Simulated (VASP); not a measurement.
# Zn (P6_3/mmc) in VASP: relaxation of cell and atoms with r2SCAN

Aim: the relaxation of cell and atoms of Zn with r2SCAN.

All numbers are computed with VASP 6.6.1; they aren't measurements. Logs are shortened: lines on timing, memory, paths and dates and some standing lists are left out, and cuts for length are marked.

### Step 1. The cell of the first run

It takes space group P6_3/mmc (No. 194, hexagonal). Conventional cell: a = 2.400 Å, b = 2.400 Å, c = 7.840 Å, α = 90.00°, β = 90.00°, γ = 120.00°. Within 3.2 Å of Zn (site symmetry -3m) lie 12 Zn at 2.40 Å. Within 3.2 Å of Zn (site symmetry -6m2) lie 12 Zn at 2.40 Å.

### Step 2. Relaxation of cell and atoms, r2SCAN

Contents of POSCAR:

```
Zn
1.0
    2.3996133724      0.0000000000      0.0000000000
   -1.1998066862      2.0781261397      0.0000000000
    0.0000000000      0.0000000000      7.8400944294
Zn
4
Direct
    0.0000000000      0.0000000000      0.0000000000
    0.3333333333      0.6666666667      0.2500000000
    0.0000000000      0.0000000000      0.5000000000
    0.6666666667      0.3333333333      0.7500000000
```

Contents of INCAR.step1:

```
ALGO = Normal ; EDIFF = 1E-4
ENCUT = 600 ; GGA = PE
ISMEAR = 0 ; LASPH = True
LCHARG = False ; LREAL = False
LWAVE = True ; NELM = 60
PREC = Accurate ; SIGMA = 0.1
```

Contents of INCAR.step2:

```
ALGO = Normal ; EDIFF = 1E-6
EDIFFG = -0.05 ; ENCUT = 600
IBRION = 2 ; ISIF = 3
ISMEAR = 0 ; ISTART = 1
LASPH = True ; LCHARG = False
LMIXTAU = True ; LREAL = False
LWAVE = False ; METAGGA = R2SCAN
NELM = 60 ; NSW = 80
PREC = Accurate ; SIGMA = 0.1
```

Contents of KPOINTS:

```
k-points
0
Gamma
  12 12 4
```

Potentials or basis: VASP PAW PBE potentials, release 64 (Zn).

Command:

```sh
$ cat potpaw_PBE.64/Zn/POTCAR > POTCAR
$ cp INCAR.step1 INCAR
$ mpirun -np 1 vasp_std > vasp.out
$ cp INCAR.step2 INCAR
$ mpirun -np 1 vasp_std > vasp.out
```

OUTCAR:

```text
EDIFF = 1E-6
   EDIFFG = -0.05
   ENCUT = 600
   IBRION = 2
   ISIF = 3
   ISMEAR = 0
   ISTART = 1
   LASPH = True
   LREAL = False
   METAGGA = R2SCAN
   NELM = 60
   NSW = 80
   PREC = Accurate

 ion  position               nearest neighbor table
   1  0.000  0.000  0.000-   2 2.40   4 2.40   2 2.40   4 2.40   4 2.40   2 2.40
   2  0.333  0.667  0.250-   1 2.40   3 2.40   1 2.40   3 2.40   1 2.40   3 2.40
   3  0.000  0.000  0.500-   2 2.40   4 2.40   2 2.40   4 2.40   4 2.40   2 2.40
   4  0.667  0.333  0.750-   1 2.40   3 2.40   1 2.40   3 2.40   1 2.40   3 2.40

  LATTYP: Found a hexagonal cell.
 ALAT       =     2.3996133724
 C/A-ratio  =     3.2672323465

  Lattice vectors:

 A1 = (   2.3996133724,   0.0000000000,   0.0000000000)
 A2 = (  -1.1998066862,   2.0781261397,   0.0000000000)
 A3 = (   0.0000000000,   0.0000000000,   7.8400944294)

Analysis of symmetry for initial positions (statically):
=====================================================================
 Subroutine PRICEL returns:
 Original cell was already a primitive cell.

 Routine SETGRP: Setting up the symmetry group for a
 hexagonal supercell.

 Subroutine GETGRP returns: Found 24 space group operations
 (whereof 12 operations were pure point group operations)
 out of a pool of 24 trial point group operations.

The static configuration has the point symmetry D_3d.
 The point group associated with its full space group is D_6h.

Analysis of symmetry for dynamics (positions and initial velocities):
=====================================================================
 Subroutine PRICEL returns:
 Original cell was already a primitive cell.

 Routine SETGRP: Setting up the symmetry group for a
 hexagonal supercell.

 Subroutine GETGRP returns: Found 24 space group operations
 (whereof 12 operations were pure point group operations)
 out of a pool of 24 trial point group operations.

The dynamic configuration has the point symmetry D_3d.
 The point group associated with its full space group is D_6h.

 Subroutine INISYM returns: Found 24 space group operations
 (whereof 12 operations are pure point group operations),
 and found     1 'primitive' translations

----------------------------------------------------------------------------------------

                                     Primitive cell

  volume of cell :      39.0962

  direct lattice vectors                    reciprocal lattice vectors
     2.399613372  0.000000000  0.000000000     0.416733800  0.240601372  0.000000000
    -1.199806686  2.078126140  0.000000000     0.000000000  0.481202744  0.000000000
     0.000000000  0.000000000  7.840094429     0.000000000  0.000000000  0.127549484

  length of vectors
     2.399613372  2.399613372  7.840094429     0.481202744  0.481202744  0.127549484

  position of ions in fractional coordinates (direct lattice)
     0.000000000  0.000000000  0.000000000
     0.333333333  0.666666667  0.250000000
     0.000000000  0.000000000  0.500000000
     0.666666667  0.333333333  0.750000000

  ion indices of the primitive-cell ions
   primitive index   ion index
                 1           1
                 2           2
                 3           3
                 4           4

----------------------------------------------------------------------------------------

 KPOINTS: k-points

Automatic generation of k-mesh.
 Grid dimensions read from file:
 generate k-points for:   12   12    4

 Generating k-lattice:

  Cartesian coordinates                     Fractional coordinates (reciprocal lattice)
     0.034727817  0.020050114  0.000000000     0.083333333  0.000000000  0.000000000
     0.000000000  0.040100229  0.000000000     0.000000000  0.083333333  0.000000000
     0.000000000  0.000000000  0.031887371     0.000000000  0.000000000  0.250000000

  Length of vectors
     0.040100229  0.040100229  0.031887371

  Shift w.r.t. Gamma in fractional coordinates (k-lattice)
     0.000000000  0.000000000  0.000000000

 Subroutine IBZKPT returns following result:
 ===========================================

 Found     57 irreducible k-points:

 Following reciprocal coordinates:
            Coordinates               Weight
  0.000000  0.000000  0.000000      1.000000
  0.083333  0.000000  0.000000      6.000000
  0.166667 -0.000000  0.000000      6.000000
  0.250000  0.000000  0.000000      6.000000
  0.333333 -0.000000  0.000000      6.000000
  0.416667 -0.000000  0.000000      6.000000
[... 16 lines left out ...]
  0.250000  0.000000  0.250000     12.000000
  0.333333 -0.000000  0.250000     12.000000
 [... further k-points ...]
   k-points           NKPTS =     57   k-points in BZ     NKDIM =     57   number of bands    NBANDS=     28
   number of dos      NEDOS =    301   number of ions     NIONS =      4
   total plane-waves  NPLWV =  25600
   dimension x,y,z NGX =    20 NGY =   20 NGZ =   64
   dimension x,y,z NGXF=    40 NGYF=   40 NGZF=  128
   ions per type =               4
   NGX,Y,Z   is equivalent  to a cutoff of  13.86, 13.86, 13.57 a.u.
   NGXF,Y,Z  is equivalent  to a cutoff of  27.71, 27.71, 27.14 a.u.
 SYSTEM =  unknown system
   PREC   = accura    normal or accurate (medium, high low for compatibility)
   ISTART =      1    job   : 0-new  1-cont  2-samecut
   ICHARG =      0    charge: 1-file 2-atom 10-const
   ISPIN  =      1    spin polarized calculation?
   LNONCOLLINEAR =      F non collinear calculations
   LSORBIT =      F    spin-orbit coupling
   LASPH  =      T    aspherical Exc in radial PAW
   ENCUT  =  600.0 eV  44.10 Ry    6.64 a.u.   4.79  4.79 15.66*2*pi/ulx,y,z
   NELM   =     60;   NELMIN=  2; NELMDL=  0     # of ELM steps
   EDIFF  = 0.1E-05   stopping-criterion for ELM
   LREAL  =      F    real-space projection
   EDIFFG = -.5E-01   stopping-criterion for IOM
   NSW    =     80    number of steps for IOM
   IBRION =      2    ionic relax: 0-MD 1-quasi-New 2-CG
   NFREE  =      1    steps in history (QN), initial steepest desc. (CG)
   ISIF   =      3    stress and relaxation
   ISYM   =      2    0-nonsym 1-usesym 2-fastsym
   POTIM  = 0.5000    time-step for ionic-motion
   TEBEG  =    0.0;   TEEND  =   0.0 temperature during run
   PSTRESS=    0.0 pullay stress
   NELECT =      48.0000    total number of electrons
   NUPDOWN=      -1.0000    fix difference up-down
   EMIN   =  10.00;   EMAX   =-10.00  energy-range for DOS
   EFERMI =   0.00;   METHOD = LEGACY
   ISMEAR =     0;   SIGMA  =   0.10  broadening in eV -4-tet -1-fermi 0-gaus
   EFERMI_NEDOS =   21; number of points for ismear=-14 and -15
   IALGO  =     38    algorithm
   IMIX   =      4    mixing-type and parameters
     AMIX     =   0.40;   BMIX     =  1.00
     AMIX_MAG =   1.60;   BMIX_MAG =  1.00
  volume/ion in A,a.u.               =       9.77        65.96
  Fermi-wavevector in a.u.,A,eV,Ry     =   1.752981  3.312653 41.809896  3.072941
  Thomas-Fermi vector in A             =   2.823205
   LORBIT       =      0    0 simple, 1 ext, 2 COOP (PROOUT), +10 PAW based schemes
   METAGGA = R2SCAN    functional components
   LHFCALC =     F    Hartree Fock is set to
   AEXX    =    0.0000 exact exchange contribution
   IVDW    =     0    specifies the selected vdW correction
   LEPSILON=     F    determine dielectric tensor
   LRPA    =     F    only Hartree local field effects (RPA)
 conjugate gradient relaxation of ions
 non-spin polarized calculation
 Gauss-broadening in eV      SIGMA  =   0.10
  energy-cutoff  :      600.00
  volume of cell :       39.10
 maximum number of plane-waves:      1320
 NGX is ok and might be reduce to    20
   NGX =  9   NGY =  9   NGZ = 31

--------------------------------------- Ionic step        1  -------------------------------------------

 number of electron      48.0000004 magnetization

 Free energy of the ion-electron system (eV)
  ---------------------------------------------------
  ext. energy  EPLUGINS =         0.00000000
  ---------------------------------------------------
  free energy    TOTEN  =       -32.19518652 eV

  energy without entropy =      -32.19389112  energy(sigma->0) =      -32.19453882

 E-fermi :   7.5357     XC(G=0): -15.6059

 val. band max:        7.5090328766   @ k =   0.3333  -0.0000   0.0000
 cond. band min:       7.5929011460   @ k =   0.2500   0.0000   0.0000
 fundamental gap:      0.0838682694
 Fermi energy:         7.5357142101

 k-point     1 :       0.0000    0.0000    0.0000
  band No.  band energies     occupation
      1      -8.2922      2.00000
      2      -5.9133      2.00000
      3      -5.8852      2.00000
      4      -4.5935      2.00000
      5      -2.8661      2.00000
      6      -2.8345      2.00000
[... 20 lines left out ...]
     27      17.2380      0.00000
[... 691 lines left out ...]
      6      -3.6249      2.00000
[... 20 lines left out ...]
     27      12.6148      0.00000
     28      14.5625      0.00000

 [... further k-points ...]

------------------------ aborting loop because EDIFF is reached ----------------------------------------

  FORCE on cell =-STRESS in cart. coord.  units (eV):
  Direction    XX          YY          ZZ          XY          YZ          ZX
  --------------------------------------------------------------------------------------
  -------------------------------------------------------------------------------------
  Total       21.3314708     21.3314708     20.7681264      0.0000000     -0.0000000      0.0000000
  in kB      874.1720376    874.1720375    851.0859627      0.0000000     -0.0000000      0.0000000
  external PRESSURE =     866.4766792 kB  Pullay stress =       0.0000000 kB

 VOLUME and BASIS-vectors are now :
 -----------------------------------------------------------------------------
  energy-cutoff  :      600.00
  volume of cell :       39.10
      direct lattice vectors                 reciprocal lattice vectors
     2.399613372  0.000000000  0.000000000     0.416733800  0.240601372  0.000000000
    -1.199806686  2.078126140  0.000000000     0.000000000  0.481202744  0.000000000
     0.000000000  0.000000000  7.840094429     0.000000000  0.000000000  0.127549484
[... 267 lines left out ...]
 POSITION                                       TOTAL-FORCE (eV/Angst)
 -----------------------------------------------------------------------------------
      0.00000     -0.00000      0.00000        -0.000000      0.000000     -0.000000
     -0.00000      1.57523      2.18624        -0.000000     -0.000000      0.000000
      0.00000     -0.00000      4.37247        -0.000000      0.000000     -0.000000
      1.36419      0.78762      6.55871         0.000000      0.000000     -0.000000
 -----------------------------------------------------------------------------------
    total drift:                                0.000000     -0.000000      0.000000

  FREE ENERGIE OF THE ION-ELECTRON SYSTEM (eV)
  ---------------------------------------------------
  free  energy   TOTEN  =       -35.5015047651 eV

  energy  without entropy=      -35.4979120993  energy(sigma->0) =      -35.49970843

--------------------------------------- Ionic step        9  -------------------------------------------

 number of electron      48.0000011 magnetization

 Free energy of the ion-electron system (eV)
  ---------------------------------------------------
  ext. energy  EPLUGINS =         0.00000000
  ---------------------------------------------------
  free energy    TOTEN  =       -35.50322687 eV

  energy without entropy =      -35.49946418  energy(sigma->0) =      -35.50134552

 E-fermi :   3.5514     XC(G=0): -13.0955

 val. band max:        3.5096410508   @ k =   0.1667   0.0833   0.0000
 cond. band min:       3.5826276012   @ k =   0.4167   0.1667   0.0000
 fundamental gap:      0.0729865504
 Fermi energy:         3.5514110745

 k-point     1 :       0.0000    0.0000    0.0000
  band No.  band energies     occupation
      1      -7.9611      2.00000
      2      -6.0781      2.00000
      3      -6.0723      2.00000
      4      -5.5502      2.00000
      5      -4.7172      2.00000
      6      -4.7172      2.00000
[... 20 lines left out ...]
     27      12.1819      0.00000
[... 691 lines left out ...]
      6      -5.0212      2.00000
[... 20 lines left out ...]
     27       7.5121      0.00000
     28       9.1792      0.00000

 [... further k-points ...]

------------------------ aborting loop because EDIFF is reached ----------------------------------------

  FORCE on cell =-STRESS in cart. coord.  units (eV):
  Direction    XX          YY          ZZ          XY          YZ          ZX
  --------------------------------------------------------------------------------------
  -------------------------------------------------------------------------------------
  Total        0.1083865      0.1083865     -0.0170589     -0.0000000      0.0000000      0.0000000
  in kB        3.0619273      3.0619273     -0.4819143     -0.0000000      0.0000000      0.0000000
  external PRESSURE =       1.8806468 kB  Pullay stress =       0.0000000 kB

 VOLUME and BASIS-vectors are now :
 -----------------------------------------------------------------------------
  energy-cutoff  :      600.00
  volume of cell :       56.71
      direct lattice vectors                 reciprocal lattice vectors
     2.741518042 -0.000000000  0.000000000     0.364761415  0.210595101  0.000000000
    -1.370759021  2.374224270  0.000000000     0.000000000  0.421190202  0.000000000
     0.000000000 -0.000000000  8.713208974    -0.000000000 -0.000000000  0.114768279

 POSITION                                       TOTAL-FORCE (eV/Angst)
 -----------------------------------------------------------------------------------
      1.37076      2.37422      8.71321        -0.000000     -0.000000      0.000000
     -0.00000      1.58282      2.17830         0.000000      0.000000     -0.000000
      2.74152     -0.00000      4.35660        -0.000000     -0.000000      0.000000
      1.37076      0.79141      6.53491        -0.000000     -0.000000      0.000000
 -----------------------------------------------------------------------------------
    total drift:                                0.000000     -0.000000      0.000000

  FREE ENERGIE OF THE ION-ELECTRON SYSTEM (eV)
  ---------------------------------------------------
  free  energy   TOTEN  =       -35.5032268654 eV

  energy  without entropy=      -35.4994641794  energy(sigma->0) =      -35.50134552

 reached required accuracy - stopping structural energy minimisation
```

It took 22 min on 1 thread of AMD EPYC 9R45 (Zen 5), shared host; peak memory 0.18 GiB.

What came out:

* Free energy: -35.5032 eV
* Relaxed volume: 14.18 Å³/atom
* Relaxed cell: a = 2.742 Å, b = 2.742 Å, c = 8.713 Å, α = 90.00°, β = 90.00°, γ = 120.00°
* Space group after relaxing (to 0.1 Å): P6_3/mmc (No. 194)
* Energy gained by relaxing: 827.0 meV/atom
* Ionic steps: 9
* Pressure after relaxing: 0.2 GPa
* Band gap on the k mesh: zero (bands 24 and 25 overlap by 2.58 eV)

Step by step:
| step | energy change (eV) | largest force (eV/Å) | pressure (GPa) | volume (Å³) |
| --- | --- | --- | --- | --- |
| 1 | 0.0000 | 0.0000 | 86.65 | 39.10 |
| 2 | -2.1491 | 0.0000 | -12.83 | 77.28 |
| 3 | -3.3007 | 0.0000 | 0.00 | 56.71 |
| 4 | -3.2995 | 0.0000 | -0.61 | 57.11 |
| 5 | -3.3046 | 0.0000 | 0.14 | 56.70 |
| 6 | -3.3058 | 0.0000 | 0.43 | 56.53 |
| 7 | -3.3061 | 0.0000 | 1.10 | 56.19 |
| 8 | -3.3063 | 0.0000 | 0.72 | 56.38 |
| 9 | -3.3080 | 0.0000 | 0.19 | 56.71 |

Final structure:
```
Zn
1.0
     2.74152    0.00000    0.00000
    -1.37076    2.37422    0.00000
     0.00000    0.00000    8.71321
Zn
4
Direct
  0.00000 0.00000 0.00000
  0.33333 0.66667 0.25000
  0.00000 0.00000 0.50000
  0.66667 0.33333 0.75000
```

Caveat: the volume moved by over 15 % at a fixed basis, so the end points are rough; the PAW data sets were made with another functional, which shifts forces and pressure a little.

The gap in the log of VASP goes by the Fermi energy; the results here count the filled bands.